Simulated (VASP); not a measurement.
**Ga: single point with PBEsol**

Ga:

```
Ga
1.0
     1.52250   -4.26825    0.00000
     1.52250    4.26825    0.00000
     0.00000    0.00000    3.01150
Ga
2
Direct
  0.86700 0.13300 0.25000
  0.13300 0.86700 0.75000
```

This cell differs from its parent crystal: strain +0.050 along x and y, -0.050 along z.

* Program: VASP 6.6.1
* Task: single point
* Functional: PBEsol
* Potentials or basis: VASP PAW PBE potentials, release 64 (Ga_d)
* Cutoff: 520 eV
* k mesh: 18 × 18 × 16
* Occupations: gaussian, width 0.15 eV
* Spin: no spin polarisation

| Item | Value |
| --- | --- |
| Pressure | -3.3 GPa |
| Largest force | 0.206 eV/Å |
| Band gap on the k mesh | zero (bands 13 and 14 overlap by 8.52 eV) |

Forces on the atoms (eV/Å):
```
Ga   0.000  0.206  0.000
Ga   0.000 -0.206  0.000
```

Stress tensor (GPa, compression positive):
```
-5.56  0.00  0.00
 0.00 -2.59  0.00
 0.00  0.00 -1.66
```

Levels at points of the mesh, in eV from the Fermi level:
```
           k point  band 10  band 11  band 12  band 13  band 14  band 15  band 16  band 17
(0.00, 0.00, 0.00)   -14.57   -10.89    -2.58    -2.25     4.77     6.39     7.32     8.36
(0.50, 0.00, 0.00)   -14.62    -7.03    -5.50    -2.07    -1.03     5.67     7.64     8.01
(0.50, 0.50, 0.00)   -14.63    -9.07    -8.48     4.57     6.77     7.23     7.32     7.41
(0.00, 0.00, 0.50)   -14.66    -6.64    -6.64     1.82     1.82     2.14     2.14     9.35
(0.50, 0.00, 0.50)   -14.63    -2.93    -2.93    -1.26    -1.26     1.81     1.81     4.00
(0.50, 0.50, 0.50)   -14.64    -4.98    -4.98    -3.84    -3.84     8.73     8.73    10.13
```

Wall time 4.8 min on 1 thread of Intel(R) Xeon(R) 6975P-C (Granite Rapids) (shared host), peak memory 0.59 GiB.

Caveat: the cell differs from its parent crystal (strain +0.050 along x and y, -0.050 along z); the cell stands under tension; the PAW data sets were made with another functional, which shifts forces and pressure a little.
